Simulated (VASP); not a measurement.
## GeSb2Te4: single point with PBE

The system is GeSb2Te4.

```
Ge Sb Te
1.0
    -4.29770    0.00000    0.00000
    -2.14885   -3.72192    0.00000
     2.14885    1.24064   16.13027
Ge Sb Te
1 2 4
Direct
  0.53315 0.53315 0.80780
  0.40584 0.40584 0.42588
  0.98938 0.98938 0.17649
  0.83736 0.83736 0.72044
  0.10785 0.10785 0.53191
  0.69684 0.69684 0.29888
  0.28663 0.28663 0.06824
```

This cell differs from its parent crystal: the distance across one plane changed.

```yaml
Program: VASP 6.6.1
Task: single point
Functional: PBE
Potentials_or_basis: VASP PAW PBE potentials, release 64 (Ge_d, Sb, Te)
Cutoff: 520 eV
k_mesh: 9 × 9 × 3
Occupations: gaussian, width 0.03 eV
Spin: no spin polarisation
```

The pressure is -0.5 GPa. The largest force is 0.223 eV/Å. The band gap on the k mesh is 0.36 eV (least direct gap 0.38 eV).

Forces on the atoms (eV/Å):
```
Ge   0.001  0.000  0.156
Sb   0.000  0.000 -0.131
Sb   0.000  0.000 -0.223
Te   0.000  0.000 -0.064
Te   0.000  0.000 -0.005
Te   0.000  0.000  0.124
Te   0.000  0.000  0.142
```

Stress tensor (GPa, compression positive):
```
-0.62  0.00  0.00
 0.00 -0.62  0.00
 0.00  0.00 -0.26
```

Levels at points of the mesh, in eV from the valence-band top:
```csv
k point,band 22,band 23,band 24,band 25,band 26,band 27
"(0.00, 0.00, 0.00)",-1.02,-0.94,-0.04,0.36,0.63,0.73
```

Run time: 45 min on 1 thread of Oxide Virtual Turin-like Processor, on a shared host, peak memory 1 GiB.

Caveat: the cell differs from its parent crystal (the distance across one plane changed); spin-orbit coupling is left out, which moves the levels of the heavy elements. A k mesh can miss the band edges.
